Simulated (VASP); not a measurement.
AlGa3N4: single point with PBEsol

The system is AlGa3N4.

```xyz
16
Lattice="0.0000 -3.1650 0.0000 0.0036 0.0000 -5.4785 10.2865 0.0000 -2.7390" Properties=species:S:1:pos:R:3 pbc="T T T"
Al    8.6985   -1.5825   -1.8222
Al    3.5561   -1.5825   -1.8223
Ga    0.9785   -1.5825   -3.6436
Ga    6.1208   -1.5825   -3.6435
Ga    0.9762    0.0000   -0.9228
Ga    6.1186    0.0000   -0.9227
Ga    3.5541    0.0000   -4.5680
Ga    8.6965    0.0000   -4.5679
N     9.3119   -1.5825   -3.6151
N     4.1696   -1.5825   -3.6152
N     9.2998    0.0000   -0.9510
N     4.1574    0.0000   -0.9511
N     1.6030    0.0000   -4.5678
N     6.7454    0.0000   -4.5677
N     1.6567   -1.5825   -1.8227
N     6.7990   -1.5825   -1.8226
```

This cell differs from its parent crystal: the part above a cut slid along it.

```json
{"Program": "VASP 6.6.1", "Task": "single point", "Functional": "PBEsol", "Potentials or basis": "VASP PAW PBE potentials, release 64 (Al, Ga_d, N)", "Cutoff": "520 eV", "k mesh": "8 × 5 × 3", "Occupations": "gaussian, width 0.05 eV", "Spin": "no spin polarisation"}
```

```json
{"Pressure": "-1.4 GPa", "Largest force": "0.775 eV/Å", "Band gap on the k mesh": "1.65 eV (least direct gap 1.67 eV)"}
```

Forces on the atoms (eV/Å):
```
Al  -0.517  0.000 -0.413
Al   0.350  0.000 -0.086
Ga  -0.060  0.000  0.278
Ga   0.251  0.000  0.007
Ga  -0.066  0.000  0.475
Ga   0.266  0.000 -0.017
Ga   0.244  0.000 -0.071
Ga  -0.476  0.000 -0.504
N    0.360  0.000  0.686
N   -0.176  0.000 -0.016
N    0.176  0.000  0.639
N   -0.209  0.000 -0.038
N    0.317  0.000 -0.477
N   -0.264  0.000  0.064
N    0.095  0.000 -0.586
N   -0.292  0.000  0.058
```

Stress tensor (GPa, compression positive):
```
 3.10  0.00 -2.02
 0.00 -7.30  0.00
-2.02  0.00  0.04
```

Levels at points of the mesh, in eV from the valence-band top:
```
           k point  band 59  band 60  band 61  band 62  band 63  band 64  band 65  band 66
(0.00, 0.00, 0.00)    -0.54    -0.26    -0.25    -0.02     1.65     2.62     3.93     4.22
(0.50, 0.00, 0.00)    -1.73    -1.72    -0.60    -0.58     3.08     3.17     5.64     5.66
```

Wall time 3.8 min on 1 × NVIDIA H100 80GB with 1 thread of AMD EPYC 7R13 Processor (Zen 3) (shared host), peak memory 1.5 GiB.

Caveat: the cell differs from its parent crystal (the part above a cut slid along it); the stress differs along the axes, from -7 to 3 GPa; the PAW data sets were made with another functional, which shifts forces and pressure a little. A k mesh can miss the band edges.
